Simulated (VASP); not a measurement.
## Sn: single point with PBEsol

System: Sn, a slab with vacuum.

```xyz
10
Lattice="3.1526 0.0000 0.0000 0.0000 5.8378 0.0000 0.0000 0.0000 26.6756" Properties=species:S:1:pos:R:3 pbc="T T T"
Sn    1.7003    2.9189    7.4412
Sn    0.6642    0.0000    7.4412
Sn    0.0904    0.0000   10.3879
Sn    2.2741    2.9189   10.3879
Sn    1.6666    2.9189   13.3378
Sn    0.6979    0.0000   13.3378
Sn    0.0904    0.0000   16.2876
Sn    2.2741    2.9189   16.2876
Sn    1.7003    2.9189   19.2343
Sn    0.6642    0.0000   19.2343
```

| Item | Value |
| --- | --- |
| Program | VASP 6.6.1 |
| Task | single point |
| Functional | PBEsol |
| Potentials or basis | VASP PAW PBE potentials, release 64 (Sn_d) |
| Cutoff | 520 eV |
| k mesh | 11 × 6 × 1 |
| Occupations | gaussian, width 0.1 eV |
| Spin | no spin polarisation |

| Property | Result |
| --- | --- |
| Largest force | 0.006 eV/Å |
| Band gap on the k mesh | zero (bands 70 and 71 overlap by 1.90 eV) |

Forces in eV/Å, atoms in the order of the input:
```
Sn  -0.005  0.000  0.004
Sn   0.005  0.000  0.004
Sn   0.001  0.000 -0.003
Sn  -0.001  0.000 -0.003
Sn  -0.004  0.000  0.000
Sn   0.004  0.000  0.000
Sn   0.001  0.000  0.003
Sn  -0.001  0.000  0.003
Sn  -0.005  0.000 -0.004
Sn   0.005  0.000 -0.004
```

Levels at points of the mesh, in eV from the Fermi level:
| k point | band 67 | band 68 | band 69 | band 70 | band 71 | band 72 |
| --- | --- | --- | --- | --- | --- | --- |
| (0.00, 0.00, 0.00) | -2.27 | -1.26 | -0.78 | 0.41 | 1.35 | 2.50 |
| (0.00, 0.50, 0.00) | 0.14 | 0.14 | 0.67 | 0.67 | 1.17 | 1.17 |

Wall time 19 min on 1 thread of Intel(R) Xeon(R) 6975P-C (Granite Rapids), with other jobs on the host, peak memory 0.89 GiB.

Caveat: the PAW data sets were made with another functional, which shifts forces and pressure a little; spin-orbit coupling is left out, which moves the levels of the heavy elements.
